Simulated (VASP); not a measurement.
# BeS (F-43m) in VASP: notebook

Aim: see how the results for BeS move with the level of theory and the settings. Levels: PBE+D3(BJ), revPBE, PBE. Tasks: single point.

All numbers are computed with VASP 6.6.1; they aren't measurements. Logs are shortened: lines on timing, memory, paths and dates and some standing lists are left out, and cuts for length are marked.

## 1. The cell of the first run

Symmetry: F-43m, No. 216, cubic system. Conventional cell: a = 4.870 Å, b = 4.870 Å, c = 4.870 Å, α = 90.00°, β = 90.00°, γ = 90.00°. Within 2.8 Å of Be (site symmetry -43m) lie 4 S at 2.11 Å. Within 2.8 Å of S (site symmetry -43m) lie 4 Be at 2.11 Å.

## 2. Single point, PBE+D3(BJ)

Contents of INCAR:

```
SYSTEM = BeS
PREC = Accurate
ENCUT = 520
EDIFF = 1E-6
ISMEAR = 0
SIGMA = 0.1
LREAL = .False.
LASPH = .True.
NELM = 100
ALGO = Normal
ISIF = 2
LWAVE = .False.
LCHARG = .True.
GGA = PE
IVDW = 12
LELF = .True.
LVHAR = .True.
NBANDS = 11
```

Contents of KPOINTS:

```
Automatic mesh
0
Gamma
  8 8 8
  0 0 0
```

Contents of POSCAR:

```
BeS
1.0
    0.0000000000      2.4351516489      2.4351516489
    2.4351516489      0.0000000000      2.4351516489
    2.4351516489      2.4351516489      0.0000000000
Be S
1 1
Direct
    0.0000000000      0.0000000000      0.0000000000
    0.7500000000      0.7500000000      0.7500000000
```

Potentials or basis: VASP PAW PBE potentials, release 64 (Be, S).

The run is started by

```sh
cat potpaw_PBE.64/Be/POTCAR potpaw_PBE.64/S/POTCAR > POTCAR
mpirun -np 1 vasp_std > vasp.out
```

OUTCAR:

```text
SYSTEM = BeS
   PREC = Accurate
   ENCUT = 520
   EDIFF = 1E-6
   ISMEAR = 0
   LREAL = .False.
   LASPH = .True.
   NELM = 100
   ISIF = 2
   GGA = PE
   IVDW = 12
 IVDW          = 12

 ion  position               nearest neighbor table
   1  0.000  0.000  0.000-   2 2.11   2 2.11   2 2.11   2 2.11
   2  0.750  0.750  0.750-   1 2.11   1 2.11   1 2.11   1 2.11

  LATTYP: Found a face centered cubic cell.
 ALAT       =     4.8703032978

  Lattice vectors:

 A1 = (   0.0000000000,   2.4351516489,   2.4351516489)
 A2 = (   2.4351516489,   0.0000000000,   2.4351516489)
 A3 = (   2.4351516489,   2.4351516489,   0.0000000000)

Analysis of symmetry for initial positions (statically):
=====================================================================
 Subroutine PRICEL returns:
 Original cell was already a primitive cell.

 Routine SETGRP: Setting up the symmetry group for a
 face centered cubic supercell.

 Subroutine GETGRP returns: Found 24 space group operations
 (whereof 24 operations were pure point group operations)
 out of a pool of 48 trial point group operations.

The static configuration has the point symmetry T_d .

Analysis of symmetry for dynamics (positions and initial velocities):
=====================================================================
 Subroutine PRICEL returns:
 Original cell was already a primitive cell.

 Routine SETGRP: Setting up the symmetry group for a
 face centered cubic supercell.

 Subroutine GETGRP returns: Found 24 space group operations
 (whereof 24 operations were pure point group operations)
 out of a pool of 48 trial point group operations.

The dynamic configuration has the point symmetry T_d .

 Subroutine INISYM returns: Found 24 space group operations
 (whereof 24 operations are pure point group operations),
 and found     1 'primitive' translations

----------------------------------------------------------------------------------------

                                     Primitive cell

  volume of cell :      28.8807

  direct lattice vectors                    reciprocal lattice vectors
     0.000000000  2.435151649  2.435151649    -0.205326022  0.205326022  0.205326022
     2.435151649  0.000000000  2.435151649     0.205326022 -0.205326022  0.205326022
     2.435151649  2.435151649  0.000000000     0.205326022  0.205326022 -0.205326022

  length of vectors
     3.443824488  3.443824488  3.443824488     0.355635101  0.355635101  0.355635101

  position of ions in fractional coordinates (direct lattice)
     0.000000000  0.000000000  0.000000000
     0.750000000  0.750000000  0.750000000

  ion indices of the primitive-cell ions
   primitive index   ion index
                 1           1
                 2           2

----------------------------------------------------------------------------------------

 KPOINTS: Automatic mesh

Automatic generation of k-mesh.
 Grid dimensions read from file:
 generate k-points for:    8    8    8

 Generating k-lattice:

  Cartesian coordinates                     Fractional coordinates (reciprocal lattice)
    -0.025665753  0.025665753  0.025665753     0.125000000  0.000000000  0.000000000
     0.025665753 -0.025665753  0.025665753     0.000000000  0.125000000  0.000000000
     0.025665753  0.025665753 -0.025665753     0.000000000  0.000000000  0.125000000

  Length of vectors
     0.044454388  0.044454388  0.044454388

  Shift w.r.t. Gamma in fractional coordinates (k-lattice)
     0.000000000  0.000000000  0.000000000

 Subroutine IBZKPT returns following result:
 ===========================================

 Found     29 irreducible k-points:

 Following reciprocal coordinates:
            Coordinates               Weight
  0.000000  0.000000  0.000000      1.000000
  0.125000  0.000000  0.000000      8.000000
  0.250000  0.000000  0.000000      8.000000
  0.375000  0.000000  0.000000      8.000000
  0.500000  0.000000  0.000000      4.000000
  0.125000  0.125000  0.000000      6.000000
[... 16 lines left out ...]
  0.500000  0.250000  0.125000     48.000000
 -0.375000  0.250000  0.125000     24.000000
 [... further k-points ...]
   k-points           NKPTS =     29   k-points in BZ     NKDIM =     29   number of bands    NBANDS=     11
   number of dos      NEDOS =    301   number of ions     NIONS =      2
   total plane-waves  NPLWV =  21952
   dimension x,y,z NGX =    28 NGY =   28 NGZ =   28
   dimension x,y,z NGXF=    56 NGYF=   56 NGZF=   56
   ions per type =               1   1
   NGX,Y,Z   is equivalent  to a cutoff of  13.52, 13.52, 13.52 a.u.
   NGXF,Y,Z  is equivalent  to a cutoff of  27.03, 27.03, 27.03 a.u.
 SYSTEM =  BeS
   PREC   = accura    normal or accurate (medium, high low for compatibility)
   ISTART =      0    job   : 0-new  1-cont  2-samecut
   ICHARG =      2    charge: 1-file 2-atom 10-const
   ISPIN  =      1    spin polarized calculation?
   LNONCOLLINEAR =      F non collinear calculations
   LSORBIT =      F    spin-orbit coupling
   LASPH  =      T    aspherical Exc in radial PAW
   ENCUT  =  520.0 eV  38.22 Ry    6.18 a.u.   6.40  6.40  6.40*2*pi/ulx,y,z
   NELM   =    100;   NELMIN=  2; NELMDL= -5     # of ELM steps
   EDIFF  = 0.1E-05   stopping-criterion for ELM
   LREAL  =      F    real-space projection
   EDIFFG = 0.1E-04   stopping-criterion for IOM
   NSW    =      0    number of steps for IOM
   IBRION =     -1    ionic relax: 0-MD 1-quasi-New 2-CG
   NFREE  =      0    steps in history (QN), initial steepest desc. (CG)
   ISIF   =      2    stress and relaxation
   ISYM   =      2    0-nonsym 1-usesym 2-fastsym
   POTIM  = 0.5000    time-step for ionic-motion
   TEBEG  =    0.0;   TEEND  =   0.0 temperature during run
   PSTRESS=    0.0 pullay stress
   NELECT =       8.0000    total number of electrons
   NUPDOWN=      -1.0000    fix difference up-down
   EMIN   =  10.00;   EMAX   =-10.00  energy-range for DOS
   EFERMI =   0.00;   METHOD = LEGACY
   ISMEAR =     0;   SIGMA  =   0.10  broadening in eV -4-tet -1-fermi 0-gaus
   EFERMI_NEDOS =   21; number of points for ismear=-14 and -15
   IALGO  =     38    algorithm
   IMIX   =      4    mixing-type and parameters
     AMIX     =   0.40;   BMIX     =  1.00
     AMIX_MAG =   1.60;   BMIX_MAG =  1.00
  volume/ion in A,a.u.               =      14.44        97.45
  Fermi-wavevector in a.u.,A,eV,Ry     =   1.067175  2.016668 15.495153  1.138862
  Thomas-Fermi vector in A             =   2.202783
   LORBIT       =      0    0 simple, 1 ext, 2 COOP (PROOUT), +10 PAW based schemes
   GGA     = PE    functional components
   LHFCALC =     F    Hartree Fock is set to
   AEXX    =    0.0000 exact exchange contribution
   IVDW    =    12    specifies the selected vdW correction
   LEPSILON=     F    determine dielectric tensor
   LRPA    =     F    only Hartree local field effects (RPA)
 non-spin polarized calculation
 Gauss-broadening in eV      SIGMA  =   0.10
  energy-cutoff  :      520.00
  volume of cell :       28.88
 maximum number of plane-waves:       791
 NGX is ok and might be reduce to    28
   NGX = 13   NGY = 13   NGZ = 13

 number of electron       7.9999999 magnetization

 Free energy of the ion-electron system (eV)
  ---------------------------------------------------
  ext. energy  EPLUGINS =         0.00000000
  ---------------------------------------------------
  free energy    TOTEN  =       -10.01319510 eV

  energy without entropy =      -10.01319510  energy(sigma->0) =      -10.01319510

 E-fermi :   4.5564     XC(G=0):  -9.6790

 val. band max:        4.0460357521   @ k =   0.0000   0.0000   0.0000
 cond. band min:       7.1845474603   @ k =   0.5000   0.5000   0.0000
 fundamental gap:      3.1385117082
 Fermi energy:         4.5564046787

 k-point     1 :       0.0000    0.0000    0.0000
  band No.  band energies     occupation
      1      -9.5631      2.00000
      2       4.0460      2.00000
      3       4.0460      2.00000
      4       4.0460      2.00000
      5       9.7207      0.00000
      6       9.7207      0.00000
      7       9.7207      0.00000
      8       9.8261      0.00000
      9      16.8352      0.00000
     10      16.8352      0.00000
     11      18.8212      0.00000

 k-point     2 :       0.1250    0.0000    0.0000
  band No.  band energies     occupation
      1      -9.3887      2.00000
      2       2.8593      2.00000
      3       3.8507      2.00000
      4       3.8507      2.00000
      5       9.6235      0.00000
      6      10.0713      0.00000
      7      10.0713      0.00000
      8      11.1243      0.00000
      9      16.1535      0.00000
     10      16.1535      0.00000
     11      18.6941      0.00000

 k-point     3 :       0.2500    0.0000    0.0000
  band No.  band energies     occupation
      1      -8.9091      2.00000
      2       0.7825      2.00000
      3       3.4601      2.00000
      4       3.4601      2.00000
      5       9.5648      0.00000
      6      10.6109      0.00000
      7      10.6109      0.00000
      8      13.2246      0.00000
      9      15.9149      0.00000
     10      15.9149      0.00000
     11      18.2475      0.00000
[... 267 lines left out ...]
 k-point    23 :       0.5000    0.2500    0.1250
  band No.  band energies     occupation
      1      -7.9844      2.00000
      2      -0.5905      2.00000
      3       1.4054      2.00000
      4       2.4817      2.00000
      5      10.0428      0.00000
      6      10.8505      0.00000
      7      12.4684      0.00000
      8      13.2958      0.00000
      9      16.6203      0.00000
     10      18.3741      0.00000
     11      20.4282      0.00000

 k-point    24 :      -0.3750    0.2500    0.1250
  band No.  band energies     occupation
      1      -7.7175      2.00000
      2      -1.1337      2.00000
      3       1.3100      2.00000
      4       2.2405      2.00000
      5      10.1512      0.00000
      6      10.6054      0.00000
      7      13.1259      0.00000
      8      14.5072      0.00000
      9      15.4506      0.00000
     10      19.2970      0.00000
     11      19.9275      0.00000

 [... further k-points ...]

------------------------ aborting loop because EDIFF is reached ----------------------------------------

 Edisp (eV)   -0.59482

 E8    (eV) :    -0.2132

  FORCE on cell =-STRESS in cart. coord.  units (eV):
  Direction    XX          YY          ZZ          XY          YZ          ZX
  --------------------------------------------------------------------------------------
  -------------------------------------------------------------------------------------
  Total      -0.56665    -0.56665    -0.56665     0.00000    -0.00000    -0.00000
  in kB     -31.43513   -31.43513   -31.43513     0.00000    -0.00000    -0.00000
  external pressure =      -31.44 kB  Pullay stress =        0.00 kB

 VOLUME and BASIS-vectors are now :
 -----------------------------------------------------------------------------
  energy-cutoff  :      520.00
  volume of cell :       28.88
      direct lattice vectors                 reciprocal lattice vectors
     0.000000000  2.435151649  2.435151649    -0.205326022  0.205326022  0.205326022
     2.435151649  0.000000000  2.435151649     0.205326022 -0.205326022  0.205326022
     2.435151649  2.435151649  0.000000000     0.205326022  0.205326022 -0.205326022

 POSITION                                       TOTAL-FORCE (eV/Angst)
 -----------------------------------------------------------------------------------
      0.00000      0.00000      0.00000         0.000000      0.000000      0.000000
      3.65273      3.65273      3.65273        -0.000000     -0.000000     -0.000000
 -----------------------------------------------------------------------------------
    total drift:                               -0.000000     -0.000000     -0.000000

  FREE ENERGIE OF THE ION-ELECTRON SYSTEM (eV)
  ---------------------------------------------------
  free  energy   TOTEN  =       -10.6080143270 eV

  energy  without entropy=      -10.6080143270  energy(sigma->0) =      -10.60801433
```

Run time: 17 s. Hardware: 1 thread of Intel Xeon 8259CL, shared host; peak memory 0.16 GiB.

What came out:

- Free energy: -10.6080 eV
- Pressure: -3.1 GPa
- Band gap on the k mesh: 3.14 eV, indirect (least direct gap 5.67 eV)
- Dispersion energy per atom: -0.297 eV

A k mesh can miss the band edges. As with any semilocal functional, this PBE gap is likely too small.

## 3. Single point, revPBE

Contents of INCAR:

```
SYSTEM = BeS
PREC = Accurate ; ENCUT = 520
EDIFF = 1E-7 ; ISMEAR = 0
SIGMA = 0.1 ; LREAL = .FALSE.
LASPH = .TRUE. ; NELM = 60
ALGO = Normal ; ISIF = 2
LWAVE = .FALSE. ; LCHARG = .FALSE.
GGA = RE ; NBANDS = 11
```

Contents of KPOINTS:

```
regular mesh
0
G
  8 8 8
  0 0 0
```

POSCAR is that of step 2.

Potentials or basis: VASP PAW PBE potentials, release 64 (Be, S).

The run is started by

```sh
cat potpaw_PBE.64/Be/POTCAR potpaw_PBE.64/S/POTCAR > POTCAR
mpirun -np 1 vasp_std > vasp.out
```

Wall time 18 s (1 thread of Intel Xeon 8259CL, shared host); peak memory 0.15 GiB.

Results (log left out):

```yaml
Free_energy: -9.4916 eV
Pressure: 2.1 GPa
Band_gap_on_the_k_mesh: 3.22 eV, indirect (least direct gap 5.72 eV)
```

Levels at points of the mesh, in eV from the valence-band top:
| k point | band 2 | band 3 | band 4 | band 5 | band 6 | band 7 |
| --- | --- | --- | --- | --- | --- | --- |
| (0.00, 0.00, 0.00) | 0.00 | 0.00 | 0.00 | 5.72 | 5.72 | 5.72 |
| (0.50, 0.00, 0.00) | -5.68 | -1.01 | -1.01 | 5.49 | 6.60 | 6.60 |
| (0.50, 0.50, 0.00) | -4.95 | -2.59 | -2.59 | 3.22 | 4.97 | 12.75 |

Caveat: the PAW data sets were made with another functional, which shifts forces and pressure a little.

## 4. Single point, PBE

Contents of INCAR:

```
ALGO = Normal
EDIFF = 1E-6
ENCUT = 520
GGA = PE
ISIF = 2
ISMEAR = 0
LASPH = T
LCHARG = F
LREAL = F
LWAVE = F
NBANDS = 11
NELECT = 8.5
NELM = 100
PREC = Accurate
SIGMA = 0.1
```

Contents of KPOINTS:

```
k-points
0
Gamma
  8 8 8
```

POSCAR is that of step 3.

The run is started by

```sh
cat potpaw_PBE.64/Be/POTCAR potpaw_PBE.64/S/POTCAR > POTCAR
mpirun -np 1 vasp_std > vasp.out
```

Wall time 17 s (1 thread of Intel Xeon 8259CL, shared host); peak memory 0.15 GiB.

The run converged. Its results:

| Property | Result |
| --- | --- |
| Free energy | -5.9351 eV |

Levels at points of the mesh, in eV from the Fermi level:
```
           k point  band 1  band 2  band 3  band 4  band 5  band 6  band 7  band 8  band 9
(0.00, 0.00, 0.00)  -18.29   -4.63   -4.63   -4.63    0.91    1.00    1.00    1.00    8.11
(0.50, 0.00, 0.00)  -16.69  -10.43   -5.66   -5.66    0.68    1.85    1.85    6.18   10.20
(0.50, 0.50, 0.00)  -16.15   -9.64   -7.26   -7.26   -1.74    0.17    8.03    8.03   10.61
```

Caveat: the cell carries a net charge on a neutralising background, which shifts energy and pressure; the cell is charged against a uniform background, so pressure and absolute levels hang on convention.

## 5. Single point, PBE

Contents of INCAR:

```
SYSTEM = BeS
ALGO     = Normal         ! electronic algorithm
EDIFF    = 1E-6           ! SCF threshold, eV
ENCUT    = 600            ! plane-wave cutoff, eV
GGA      = PE             ! functional
GGA_COMPAT= .False.      
ISIF     = 2              ! what is computed and relaxed
ISMEAR   = 0              ! smearing method
LASPH    = .True.         ! aspherical terms in the spheres
LCHARG   = .False.        ! write CHGCAR
LREAL    = .False.        ! projectors in reciprocal space
LWAVE    = .False.        ! write WAVECAR
NBANDS   = 11             ! bands
NELM     = 120            ! most SCF steps
PREC     = Accurate       ! precision mode
SIGMA    = 0.1            ! smearing width, eV
```

Contents of KPOINTS:

```
k-points
0
Gamma
  2 2 2
  0 0 0
```

POSCAR is that of step 4.

The run is started by

```sh
cat potpaw_PBE.64/Be/POTCAR potpaw_PBE.64/S/POTCAR > POTCAR
mpirun -np 1 vasp_std > vasp.out
```

Wall time 1.8 s (1 thread of Intel Xeon 6975P-C (Granite Rapids), shared host); peak memory 0.14 GiB.

It converged, with:

```yaml
Free_energy: -8.5141 eV
Pressure: 11.2 GPa
Band_gap_on_the_k_mesh: 2.96 eV, indirect (least direct gap 5.47 eV)
```

Levels at points of the mesh, in eV from the valence-band top:
```csv
k point,band 1,band 2,band 3,band 4,band 5,band 6,band 7,band 8
"(0.00, 0.00, 0.00)",-13.63,0.00,0.00,0.00,5.47,5.47,5.47,5.73
"(0.50, 0.00, 0.00)",-12.01,-5.83,-1.05,-1.05,5.29,6.37,6.37,11.05
"(0.50, 0.50, 0.00)",-11.46,-5.07,-2.67,-2.67,2.96,4.74,12.55,12.55
```

Caveat: the k points lie up to 1.12 Å⁻¹ apart.

## 6. Summary

| level | k mesh | cutoff (eV) | gap on the mesh (eV) | pressure (GPa) |
| --- | --- | --- | --- | --- |
| PBE+D3(BJ) | 8 × 8 × 8 | 520 | 3.14 | -3.1 |
| revPBE | 8 × 8 × 8 | 520 | 3.22 | 2.1 |
| PBE | 2 × 2 × 2 | 600 | 2.96 | 11.2 |

Alike in all rows: task single point; potentials or basis VASP PAW PBE potentials, release 64 (Be, S); no spin polarisation; cell as given; smearing gaussian 0.1 eV.

Caveats: some runs use coarse meshes; the PAW data sets were made with another functional, which shifts forces and pressure a little (some runs).

Total energies depend on the potentials used, so only differences within one code and one set of settings carry meaning.
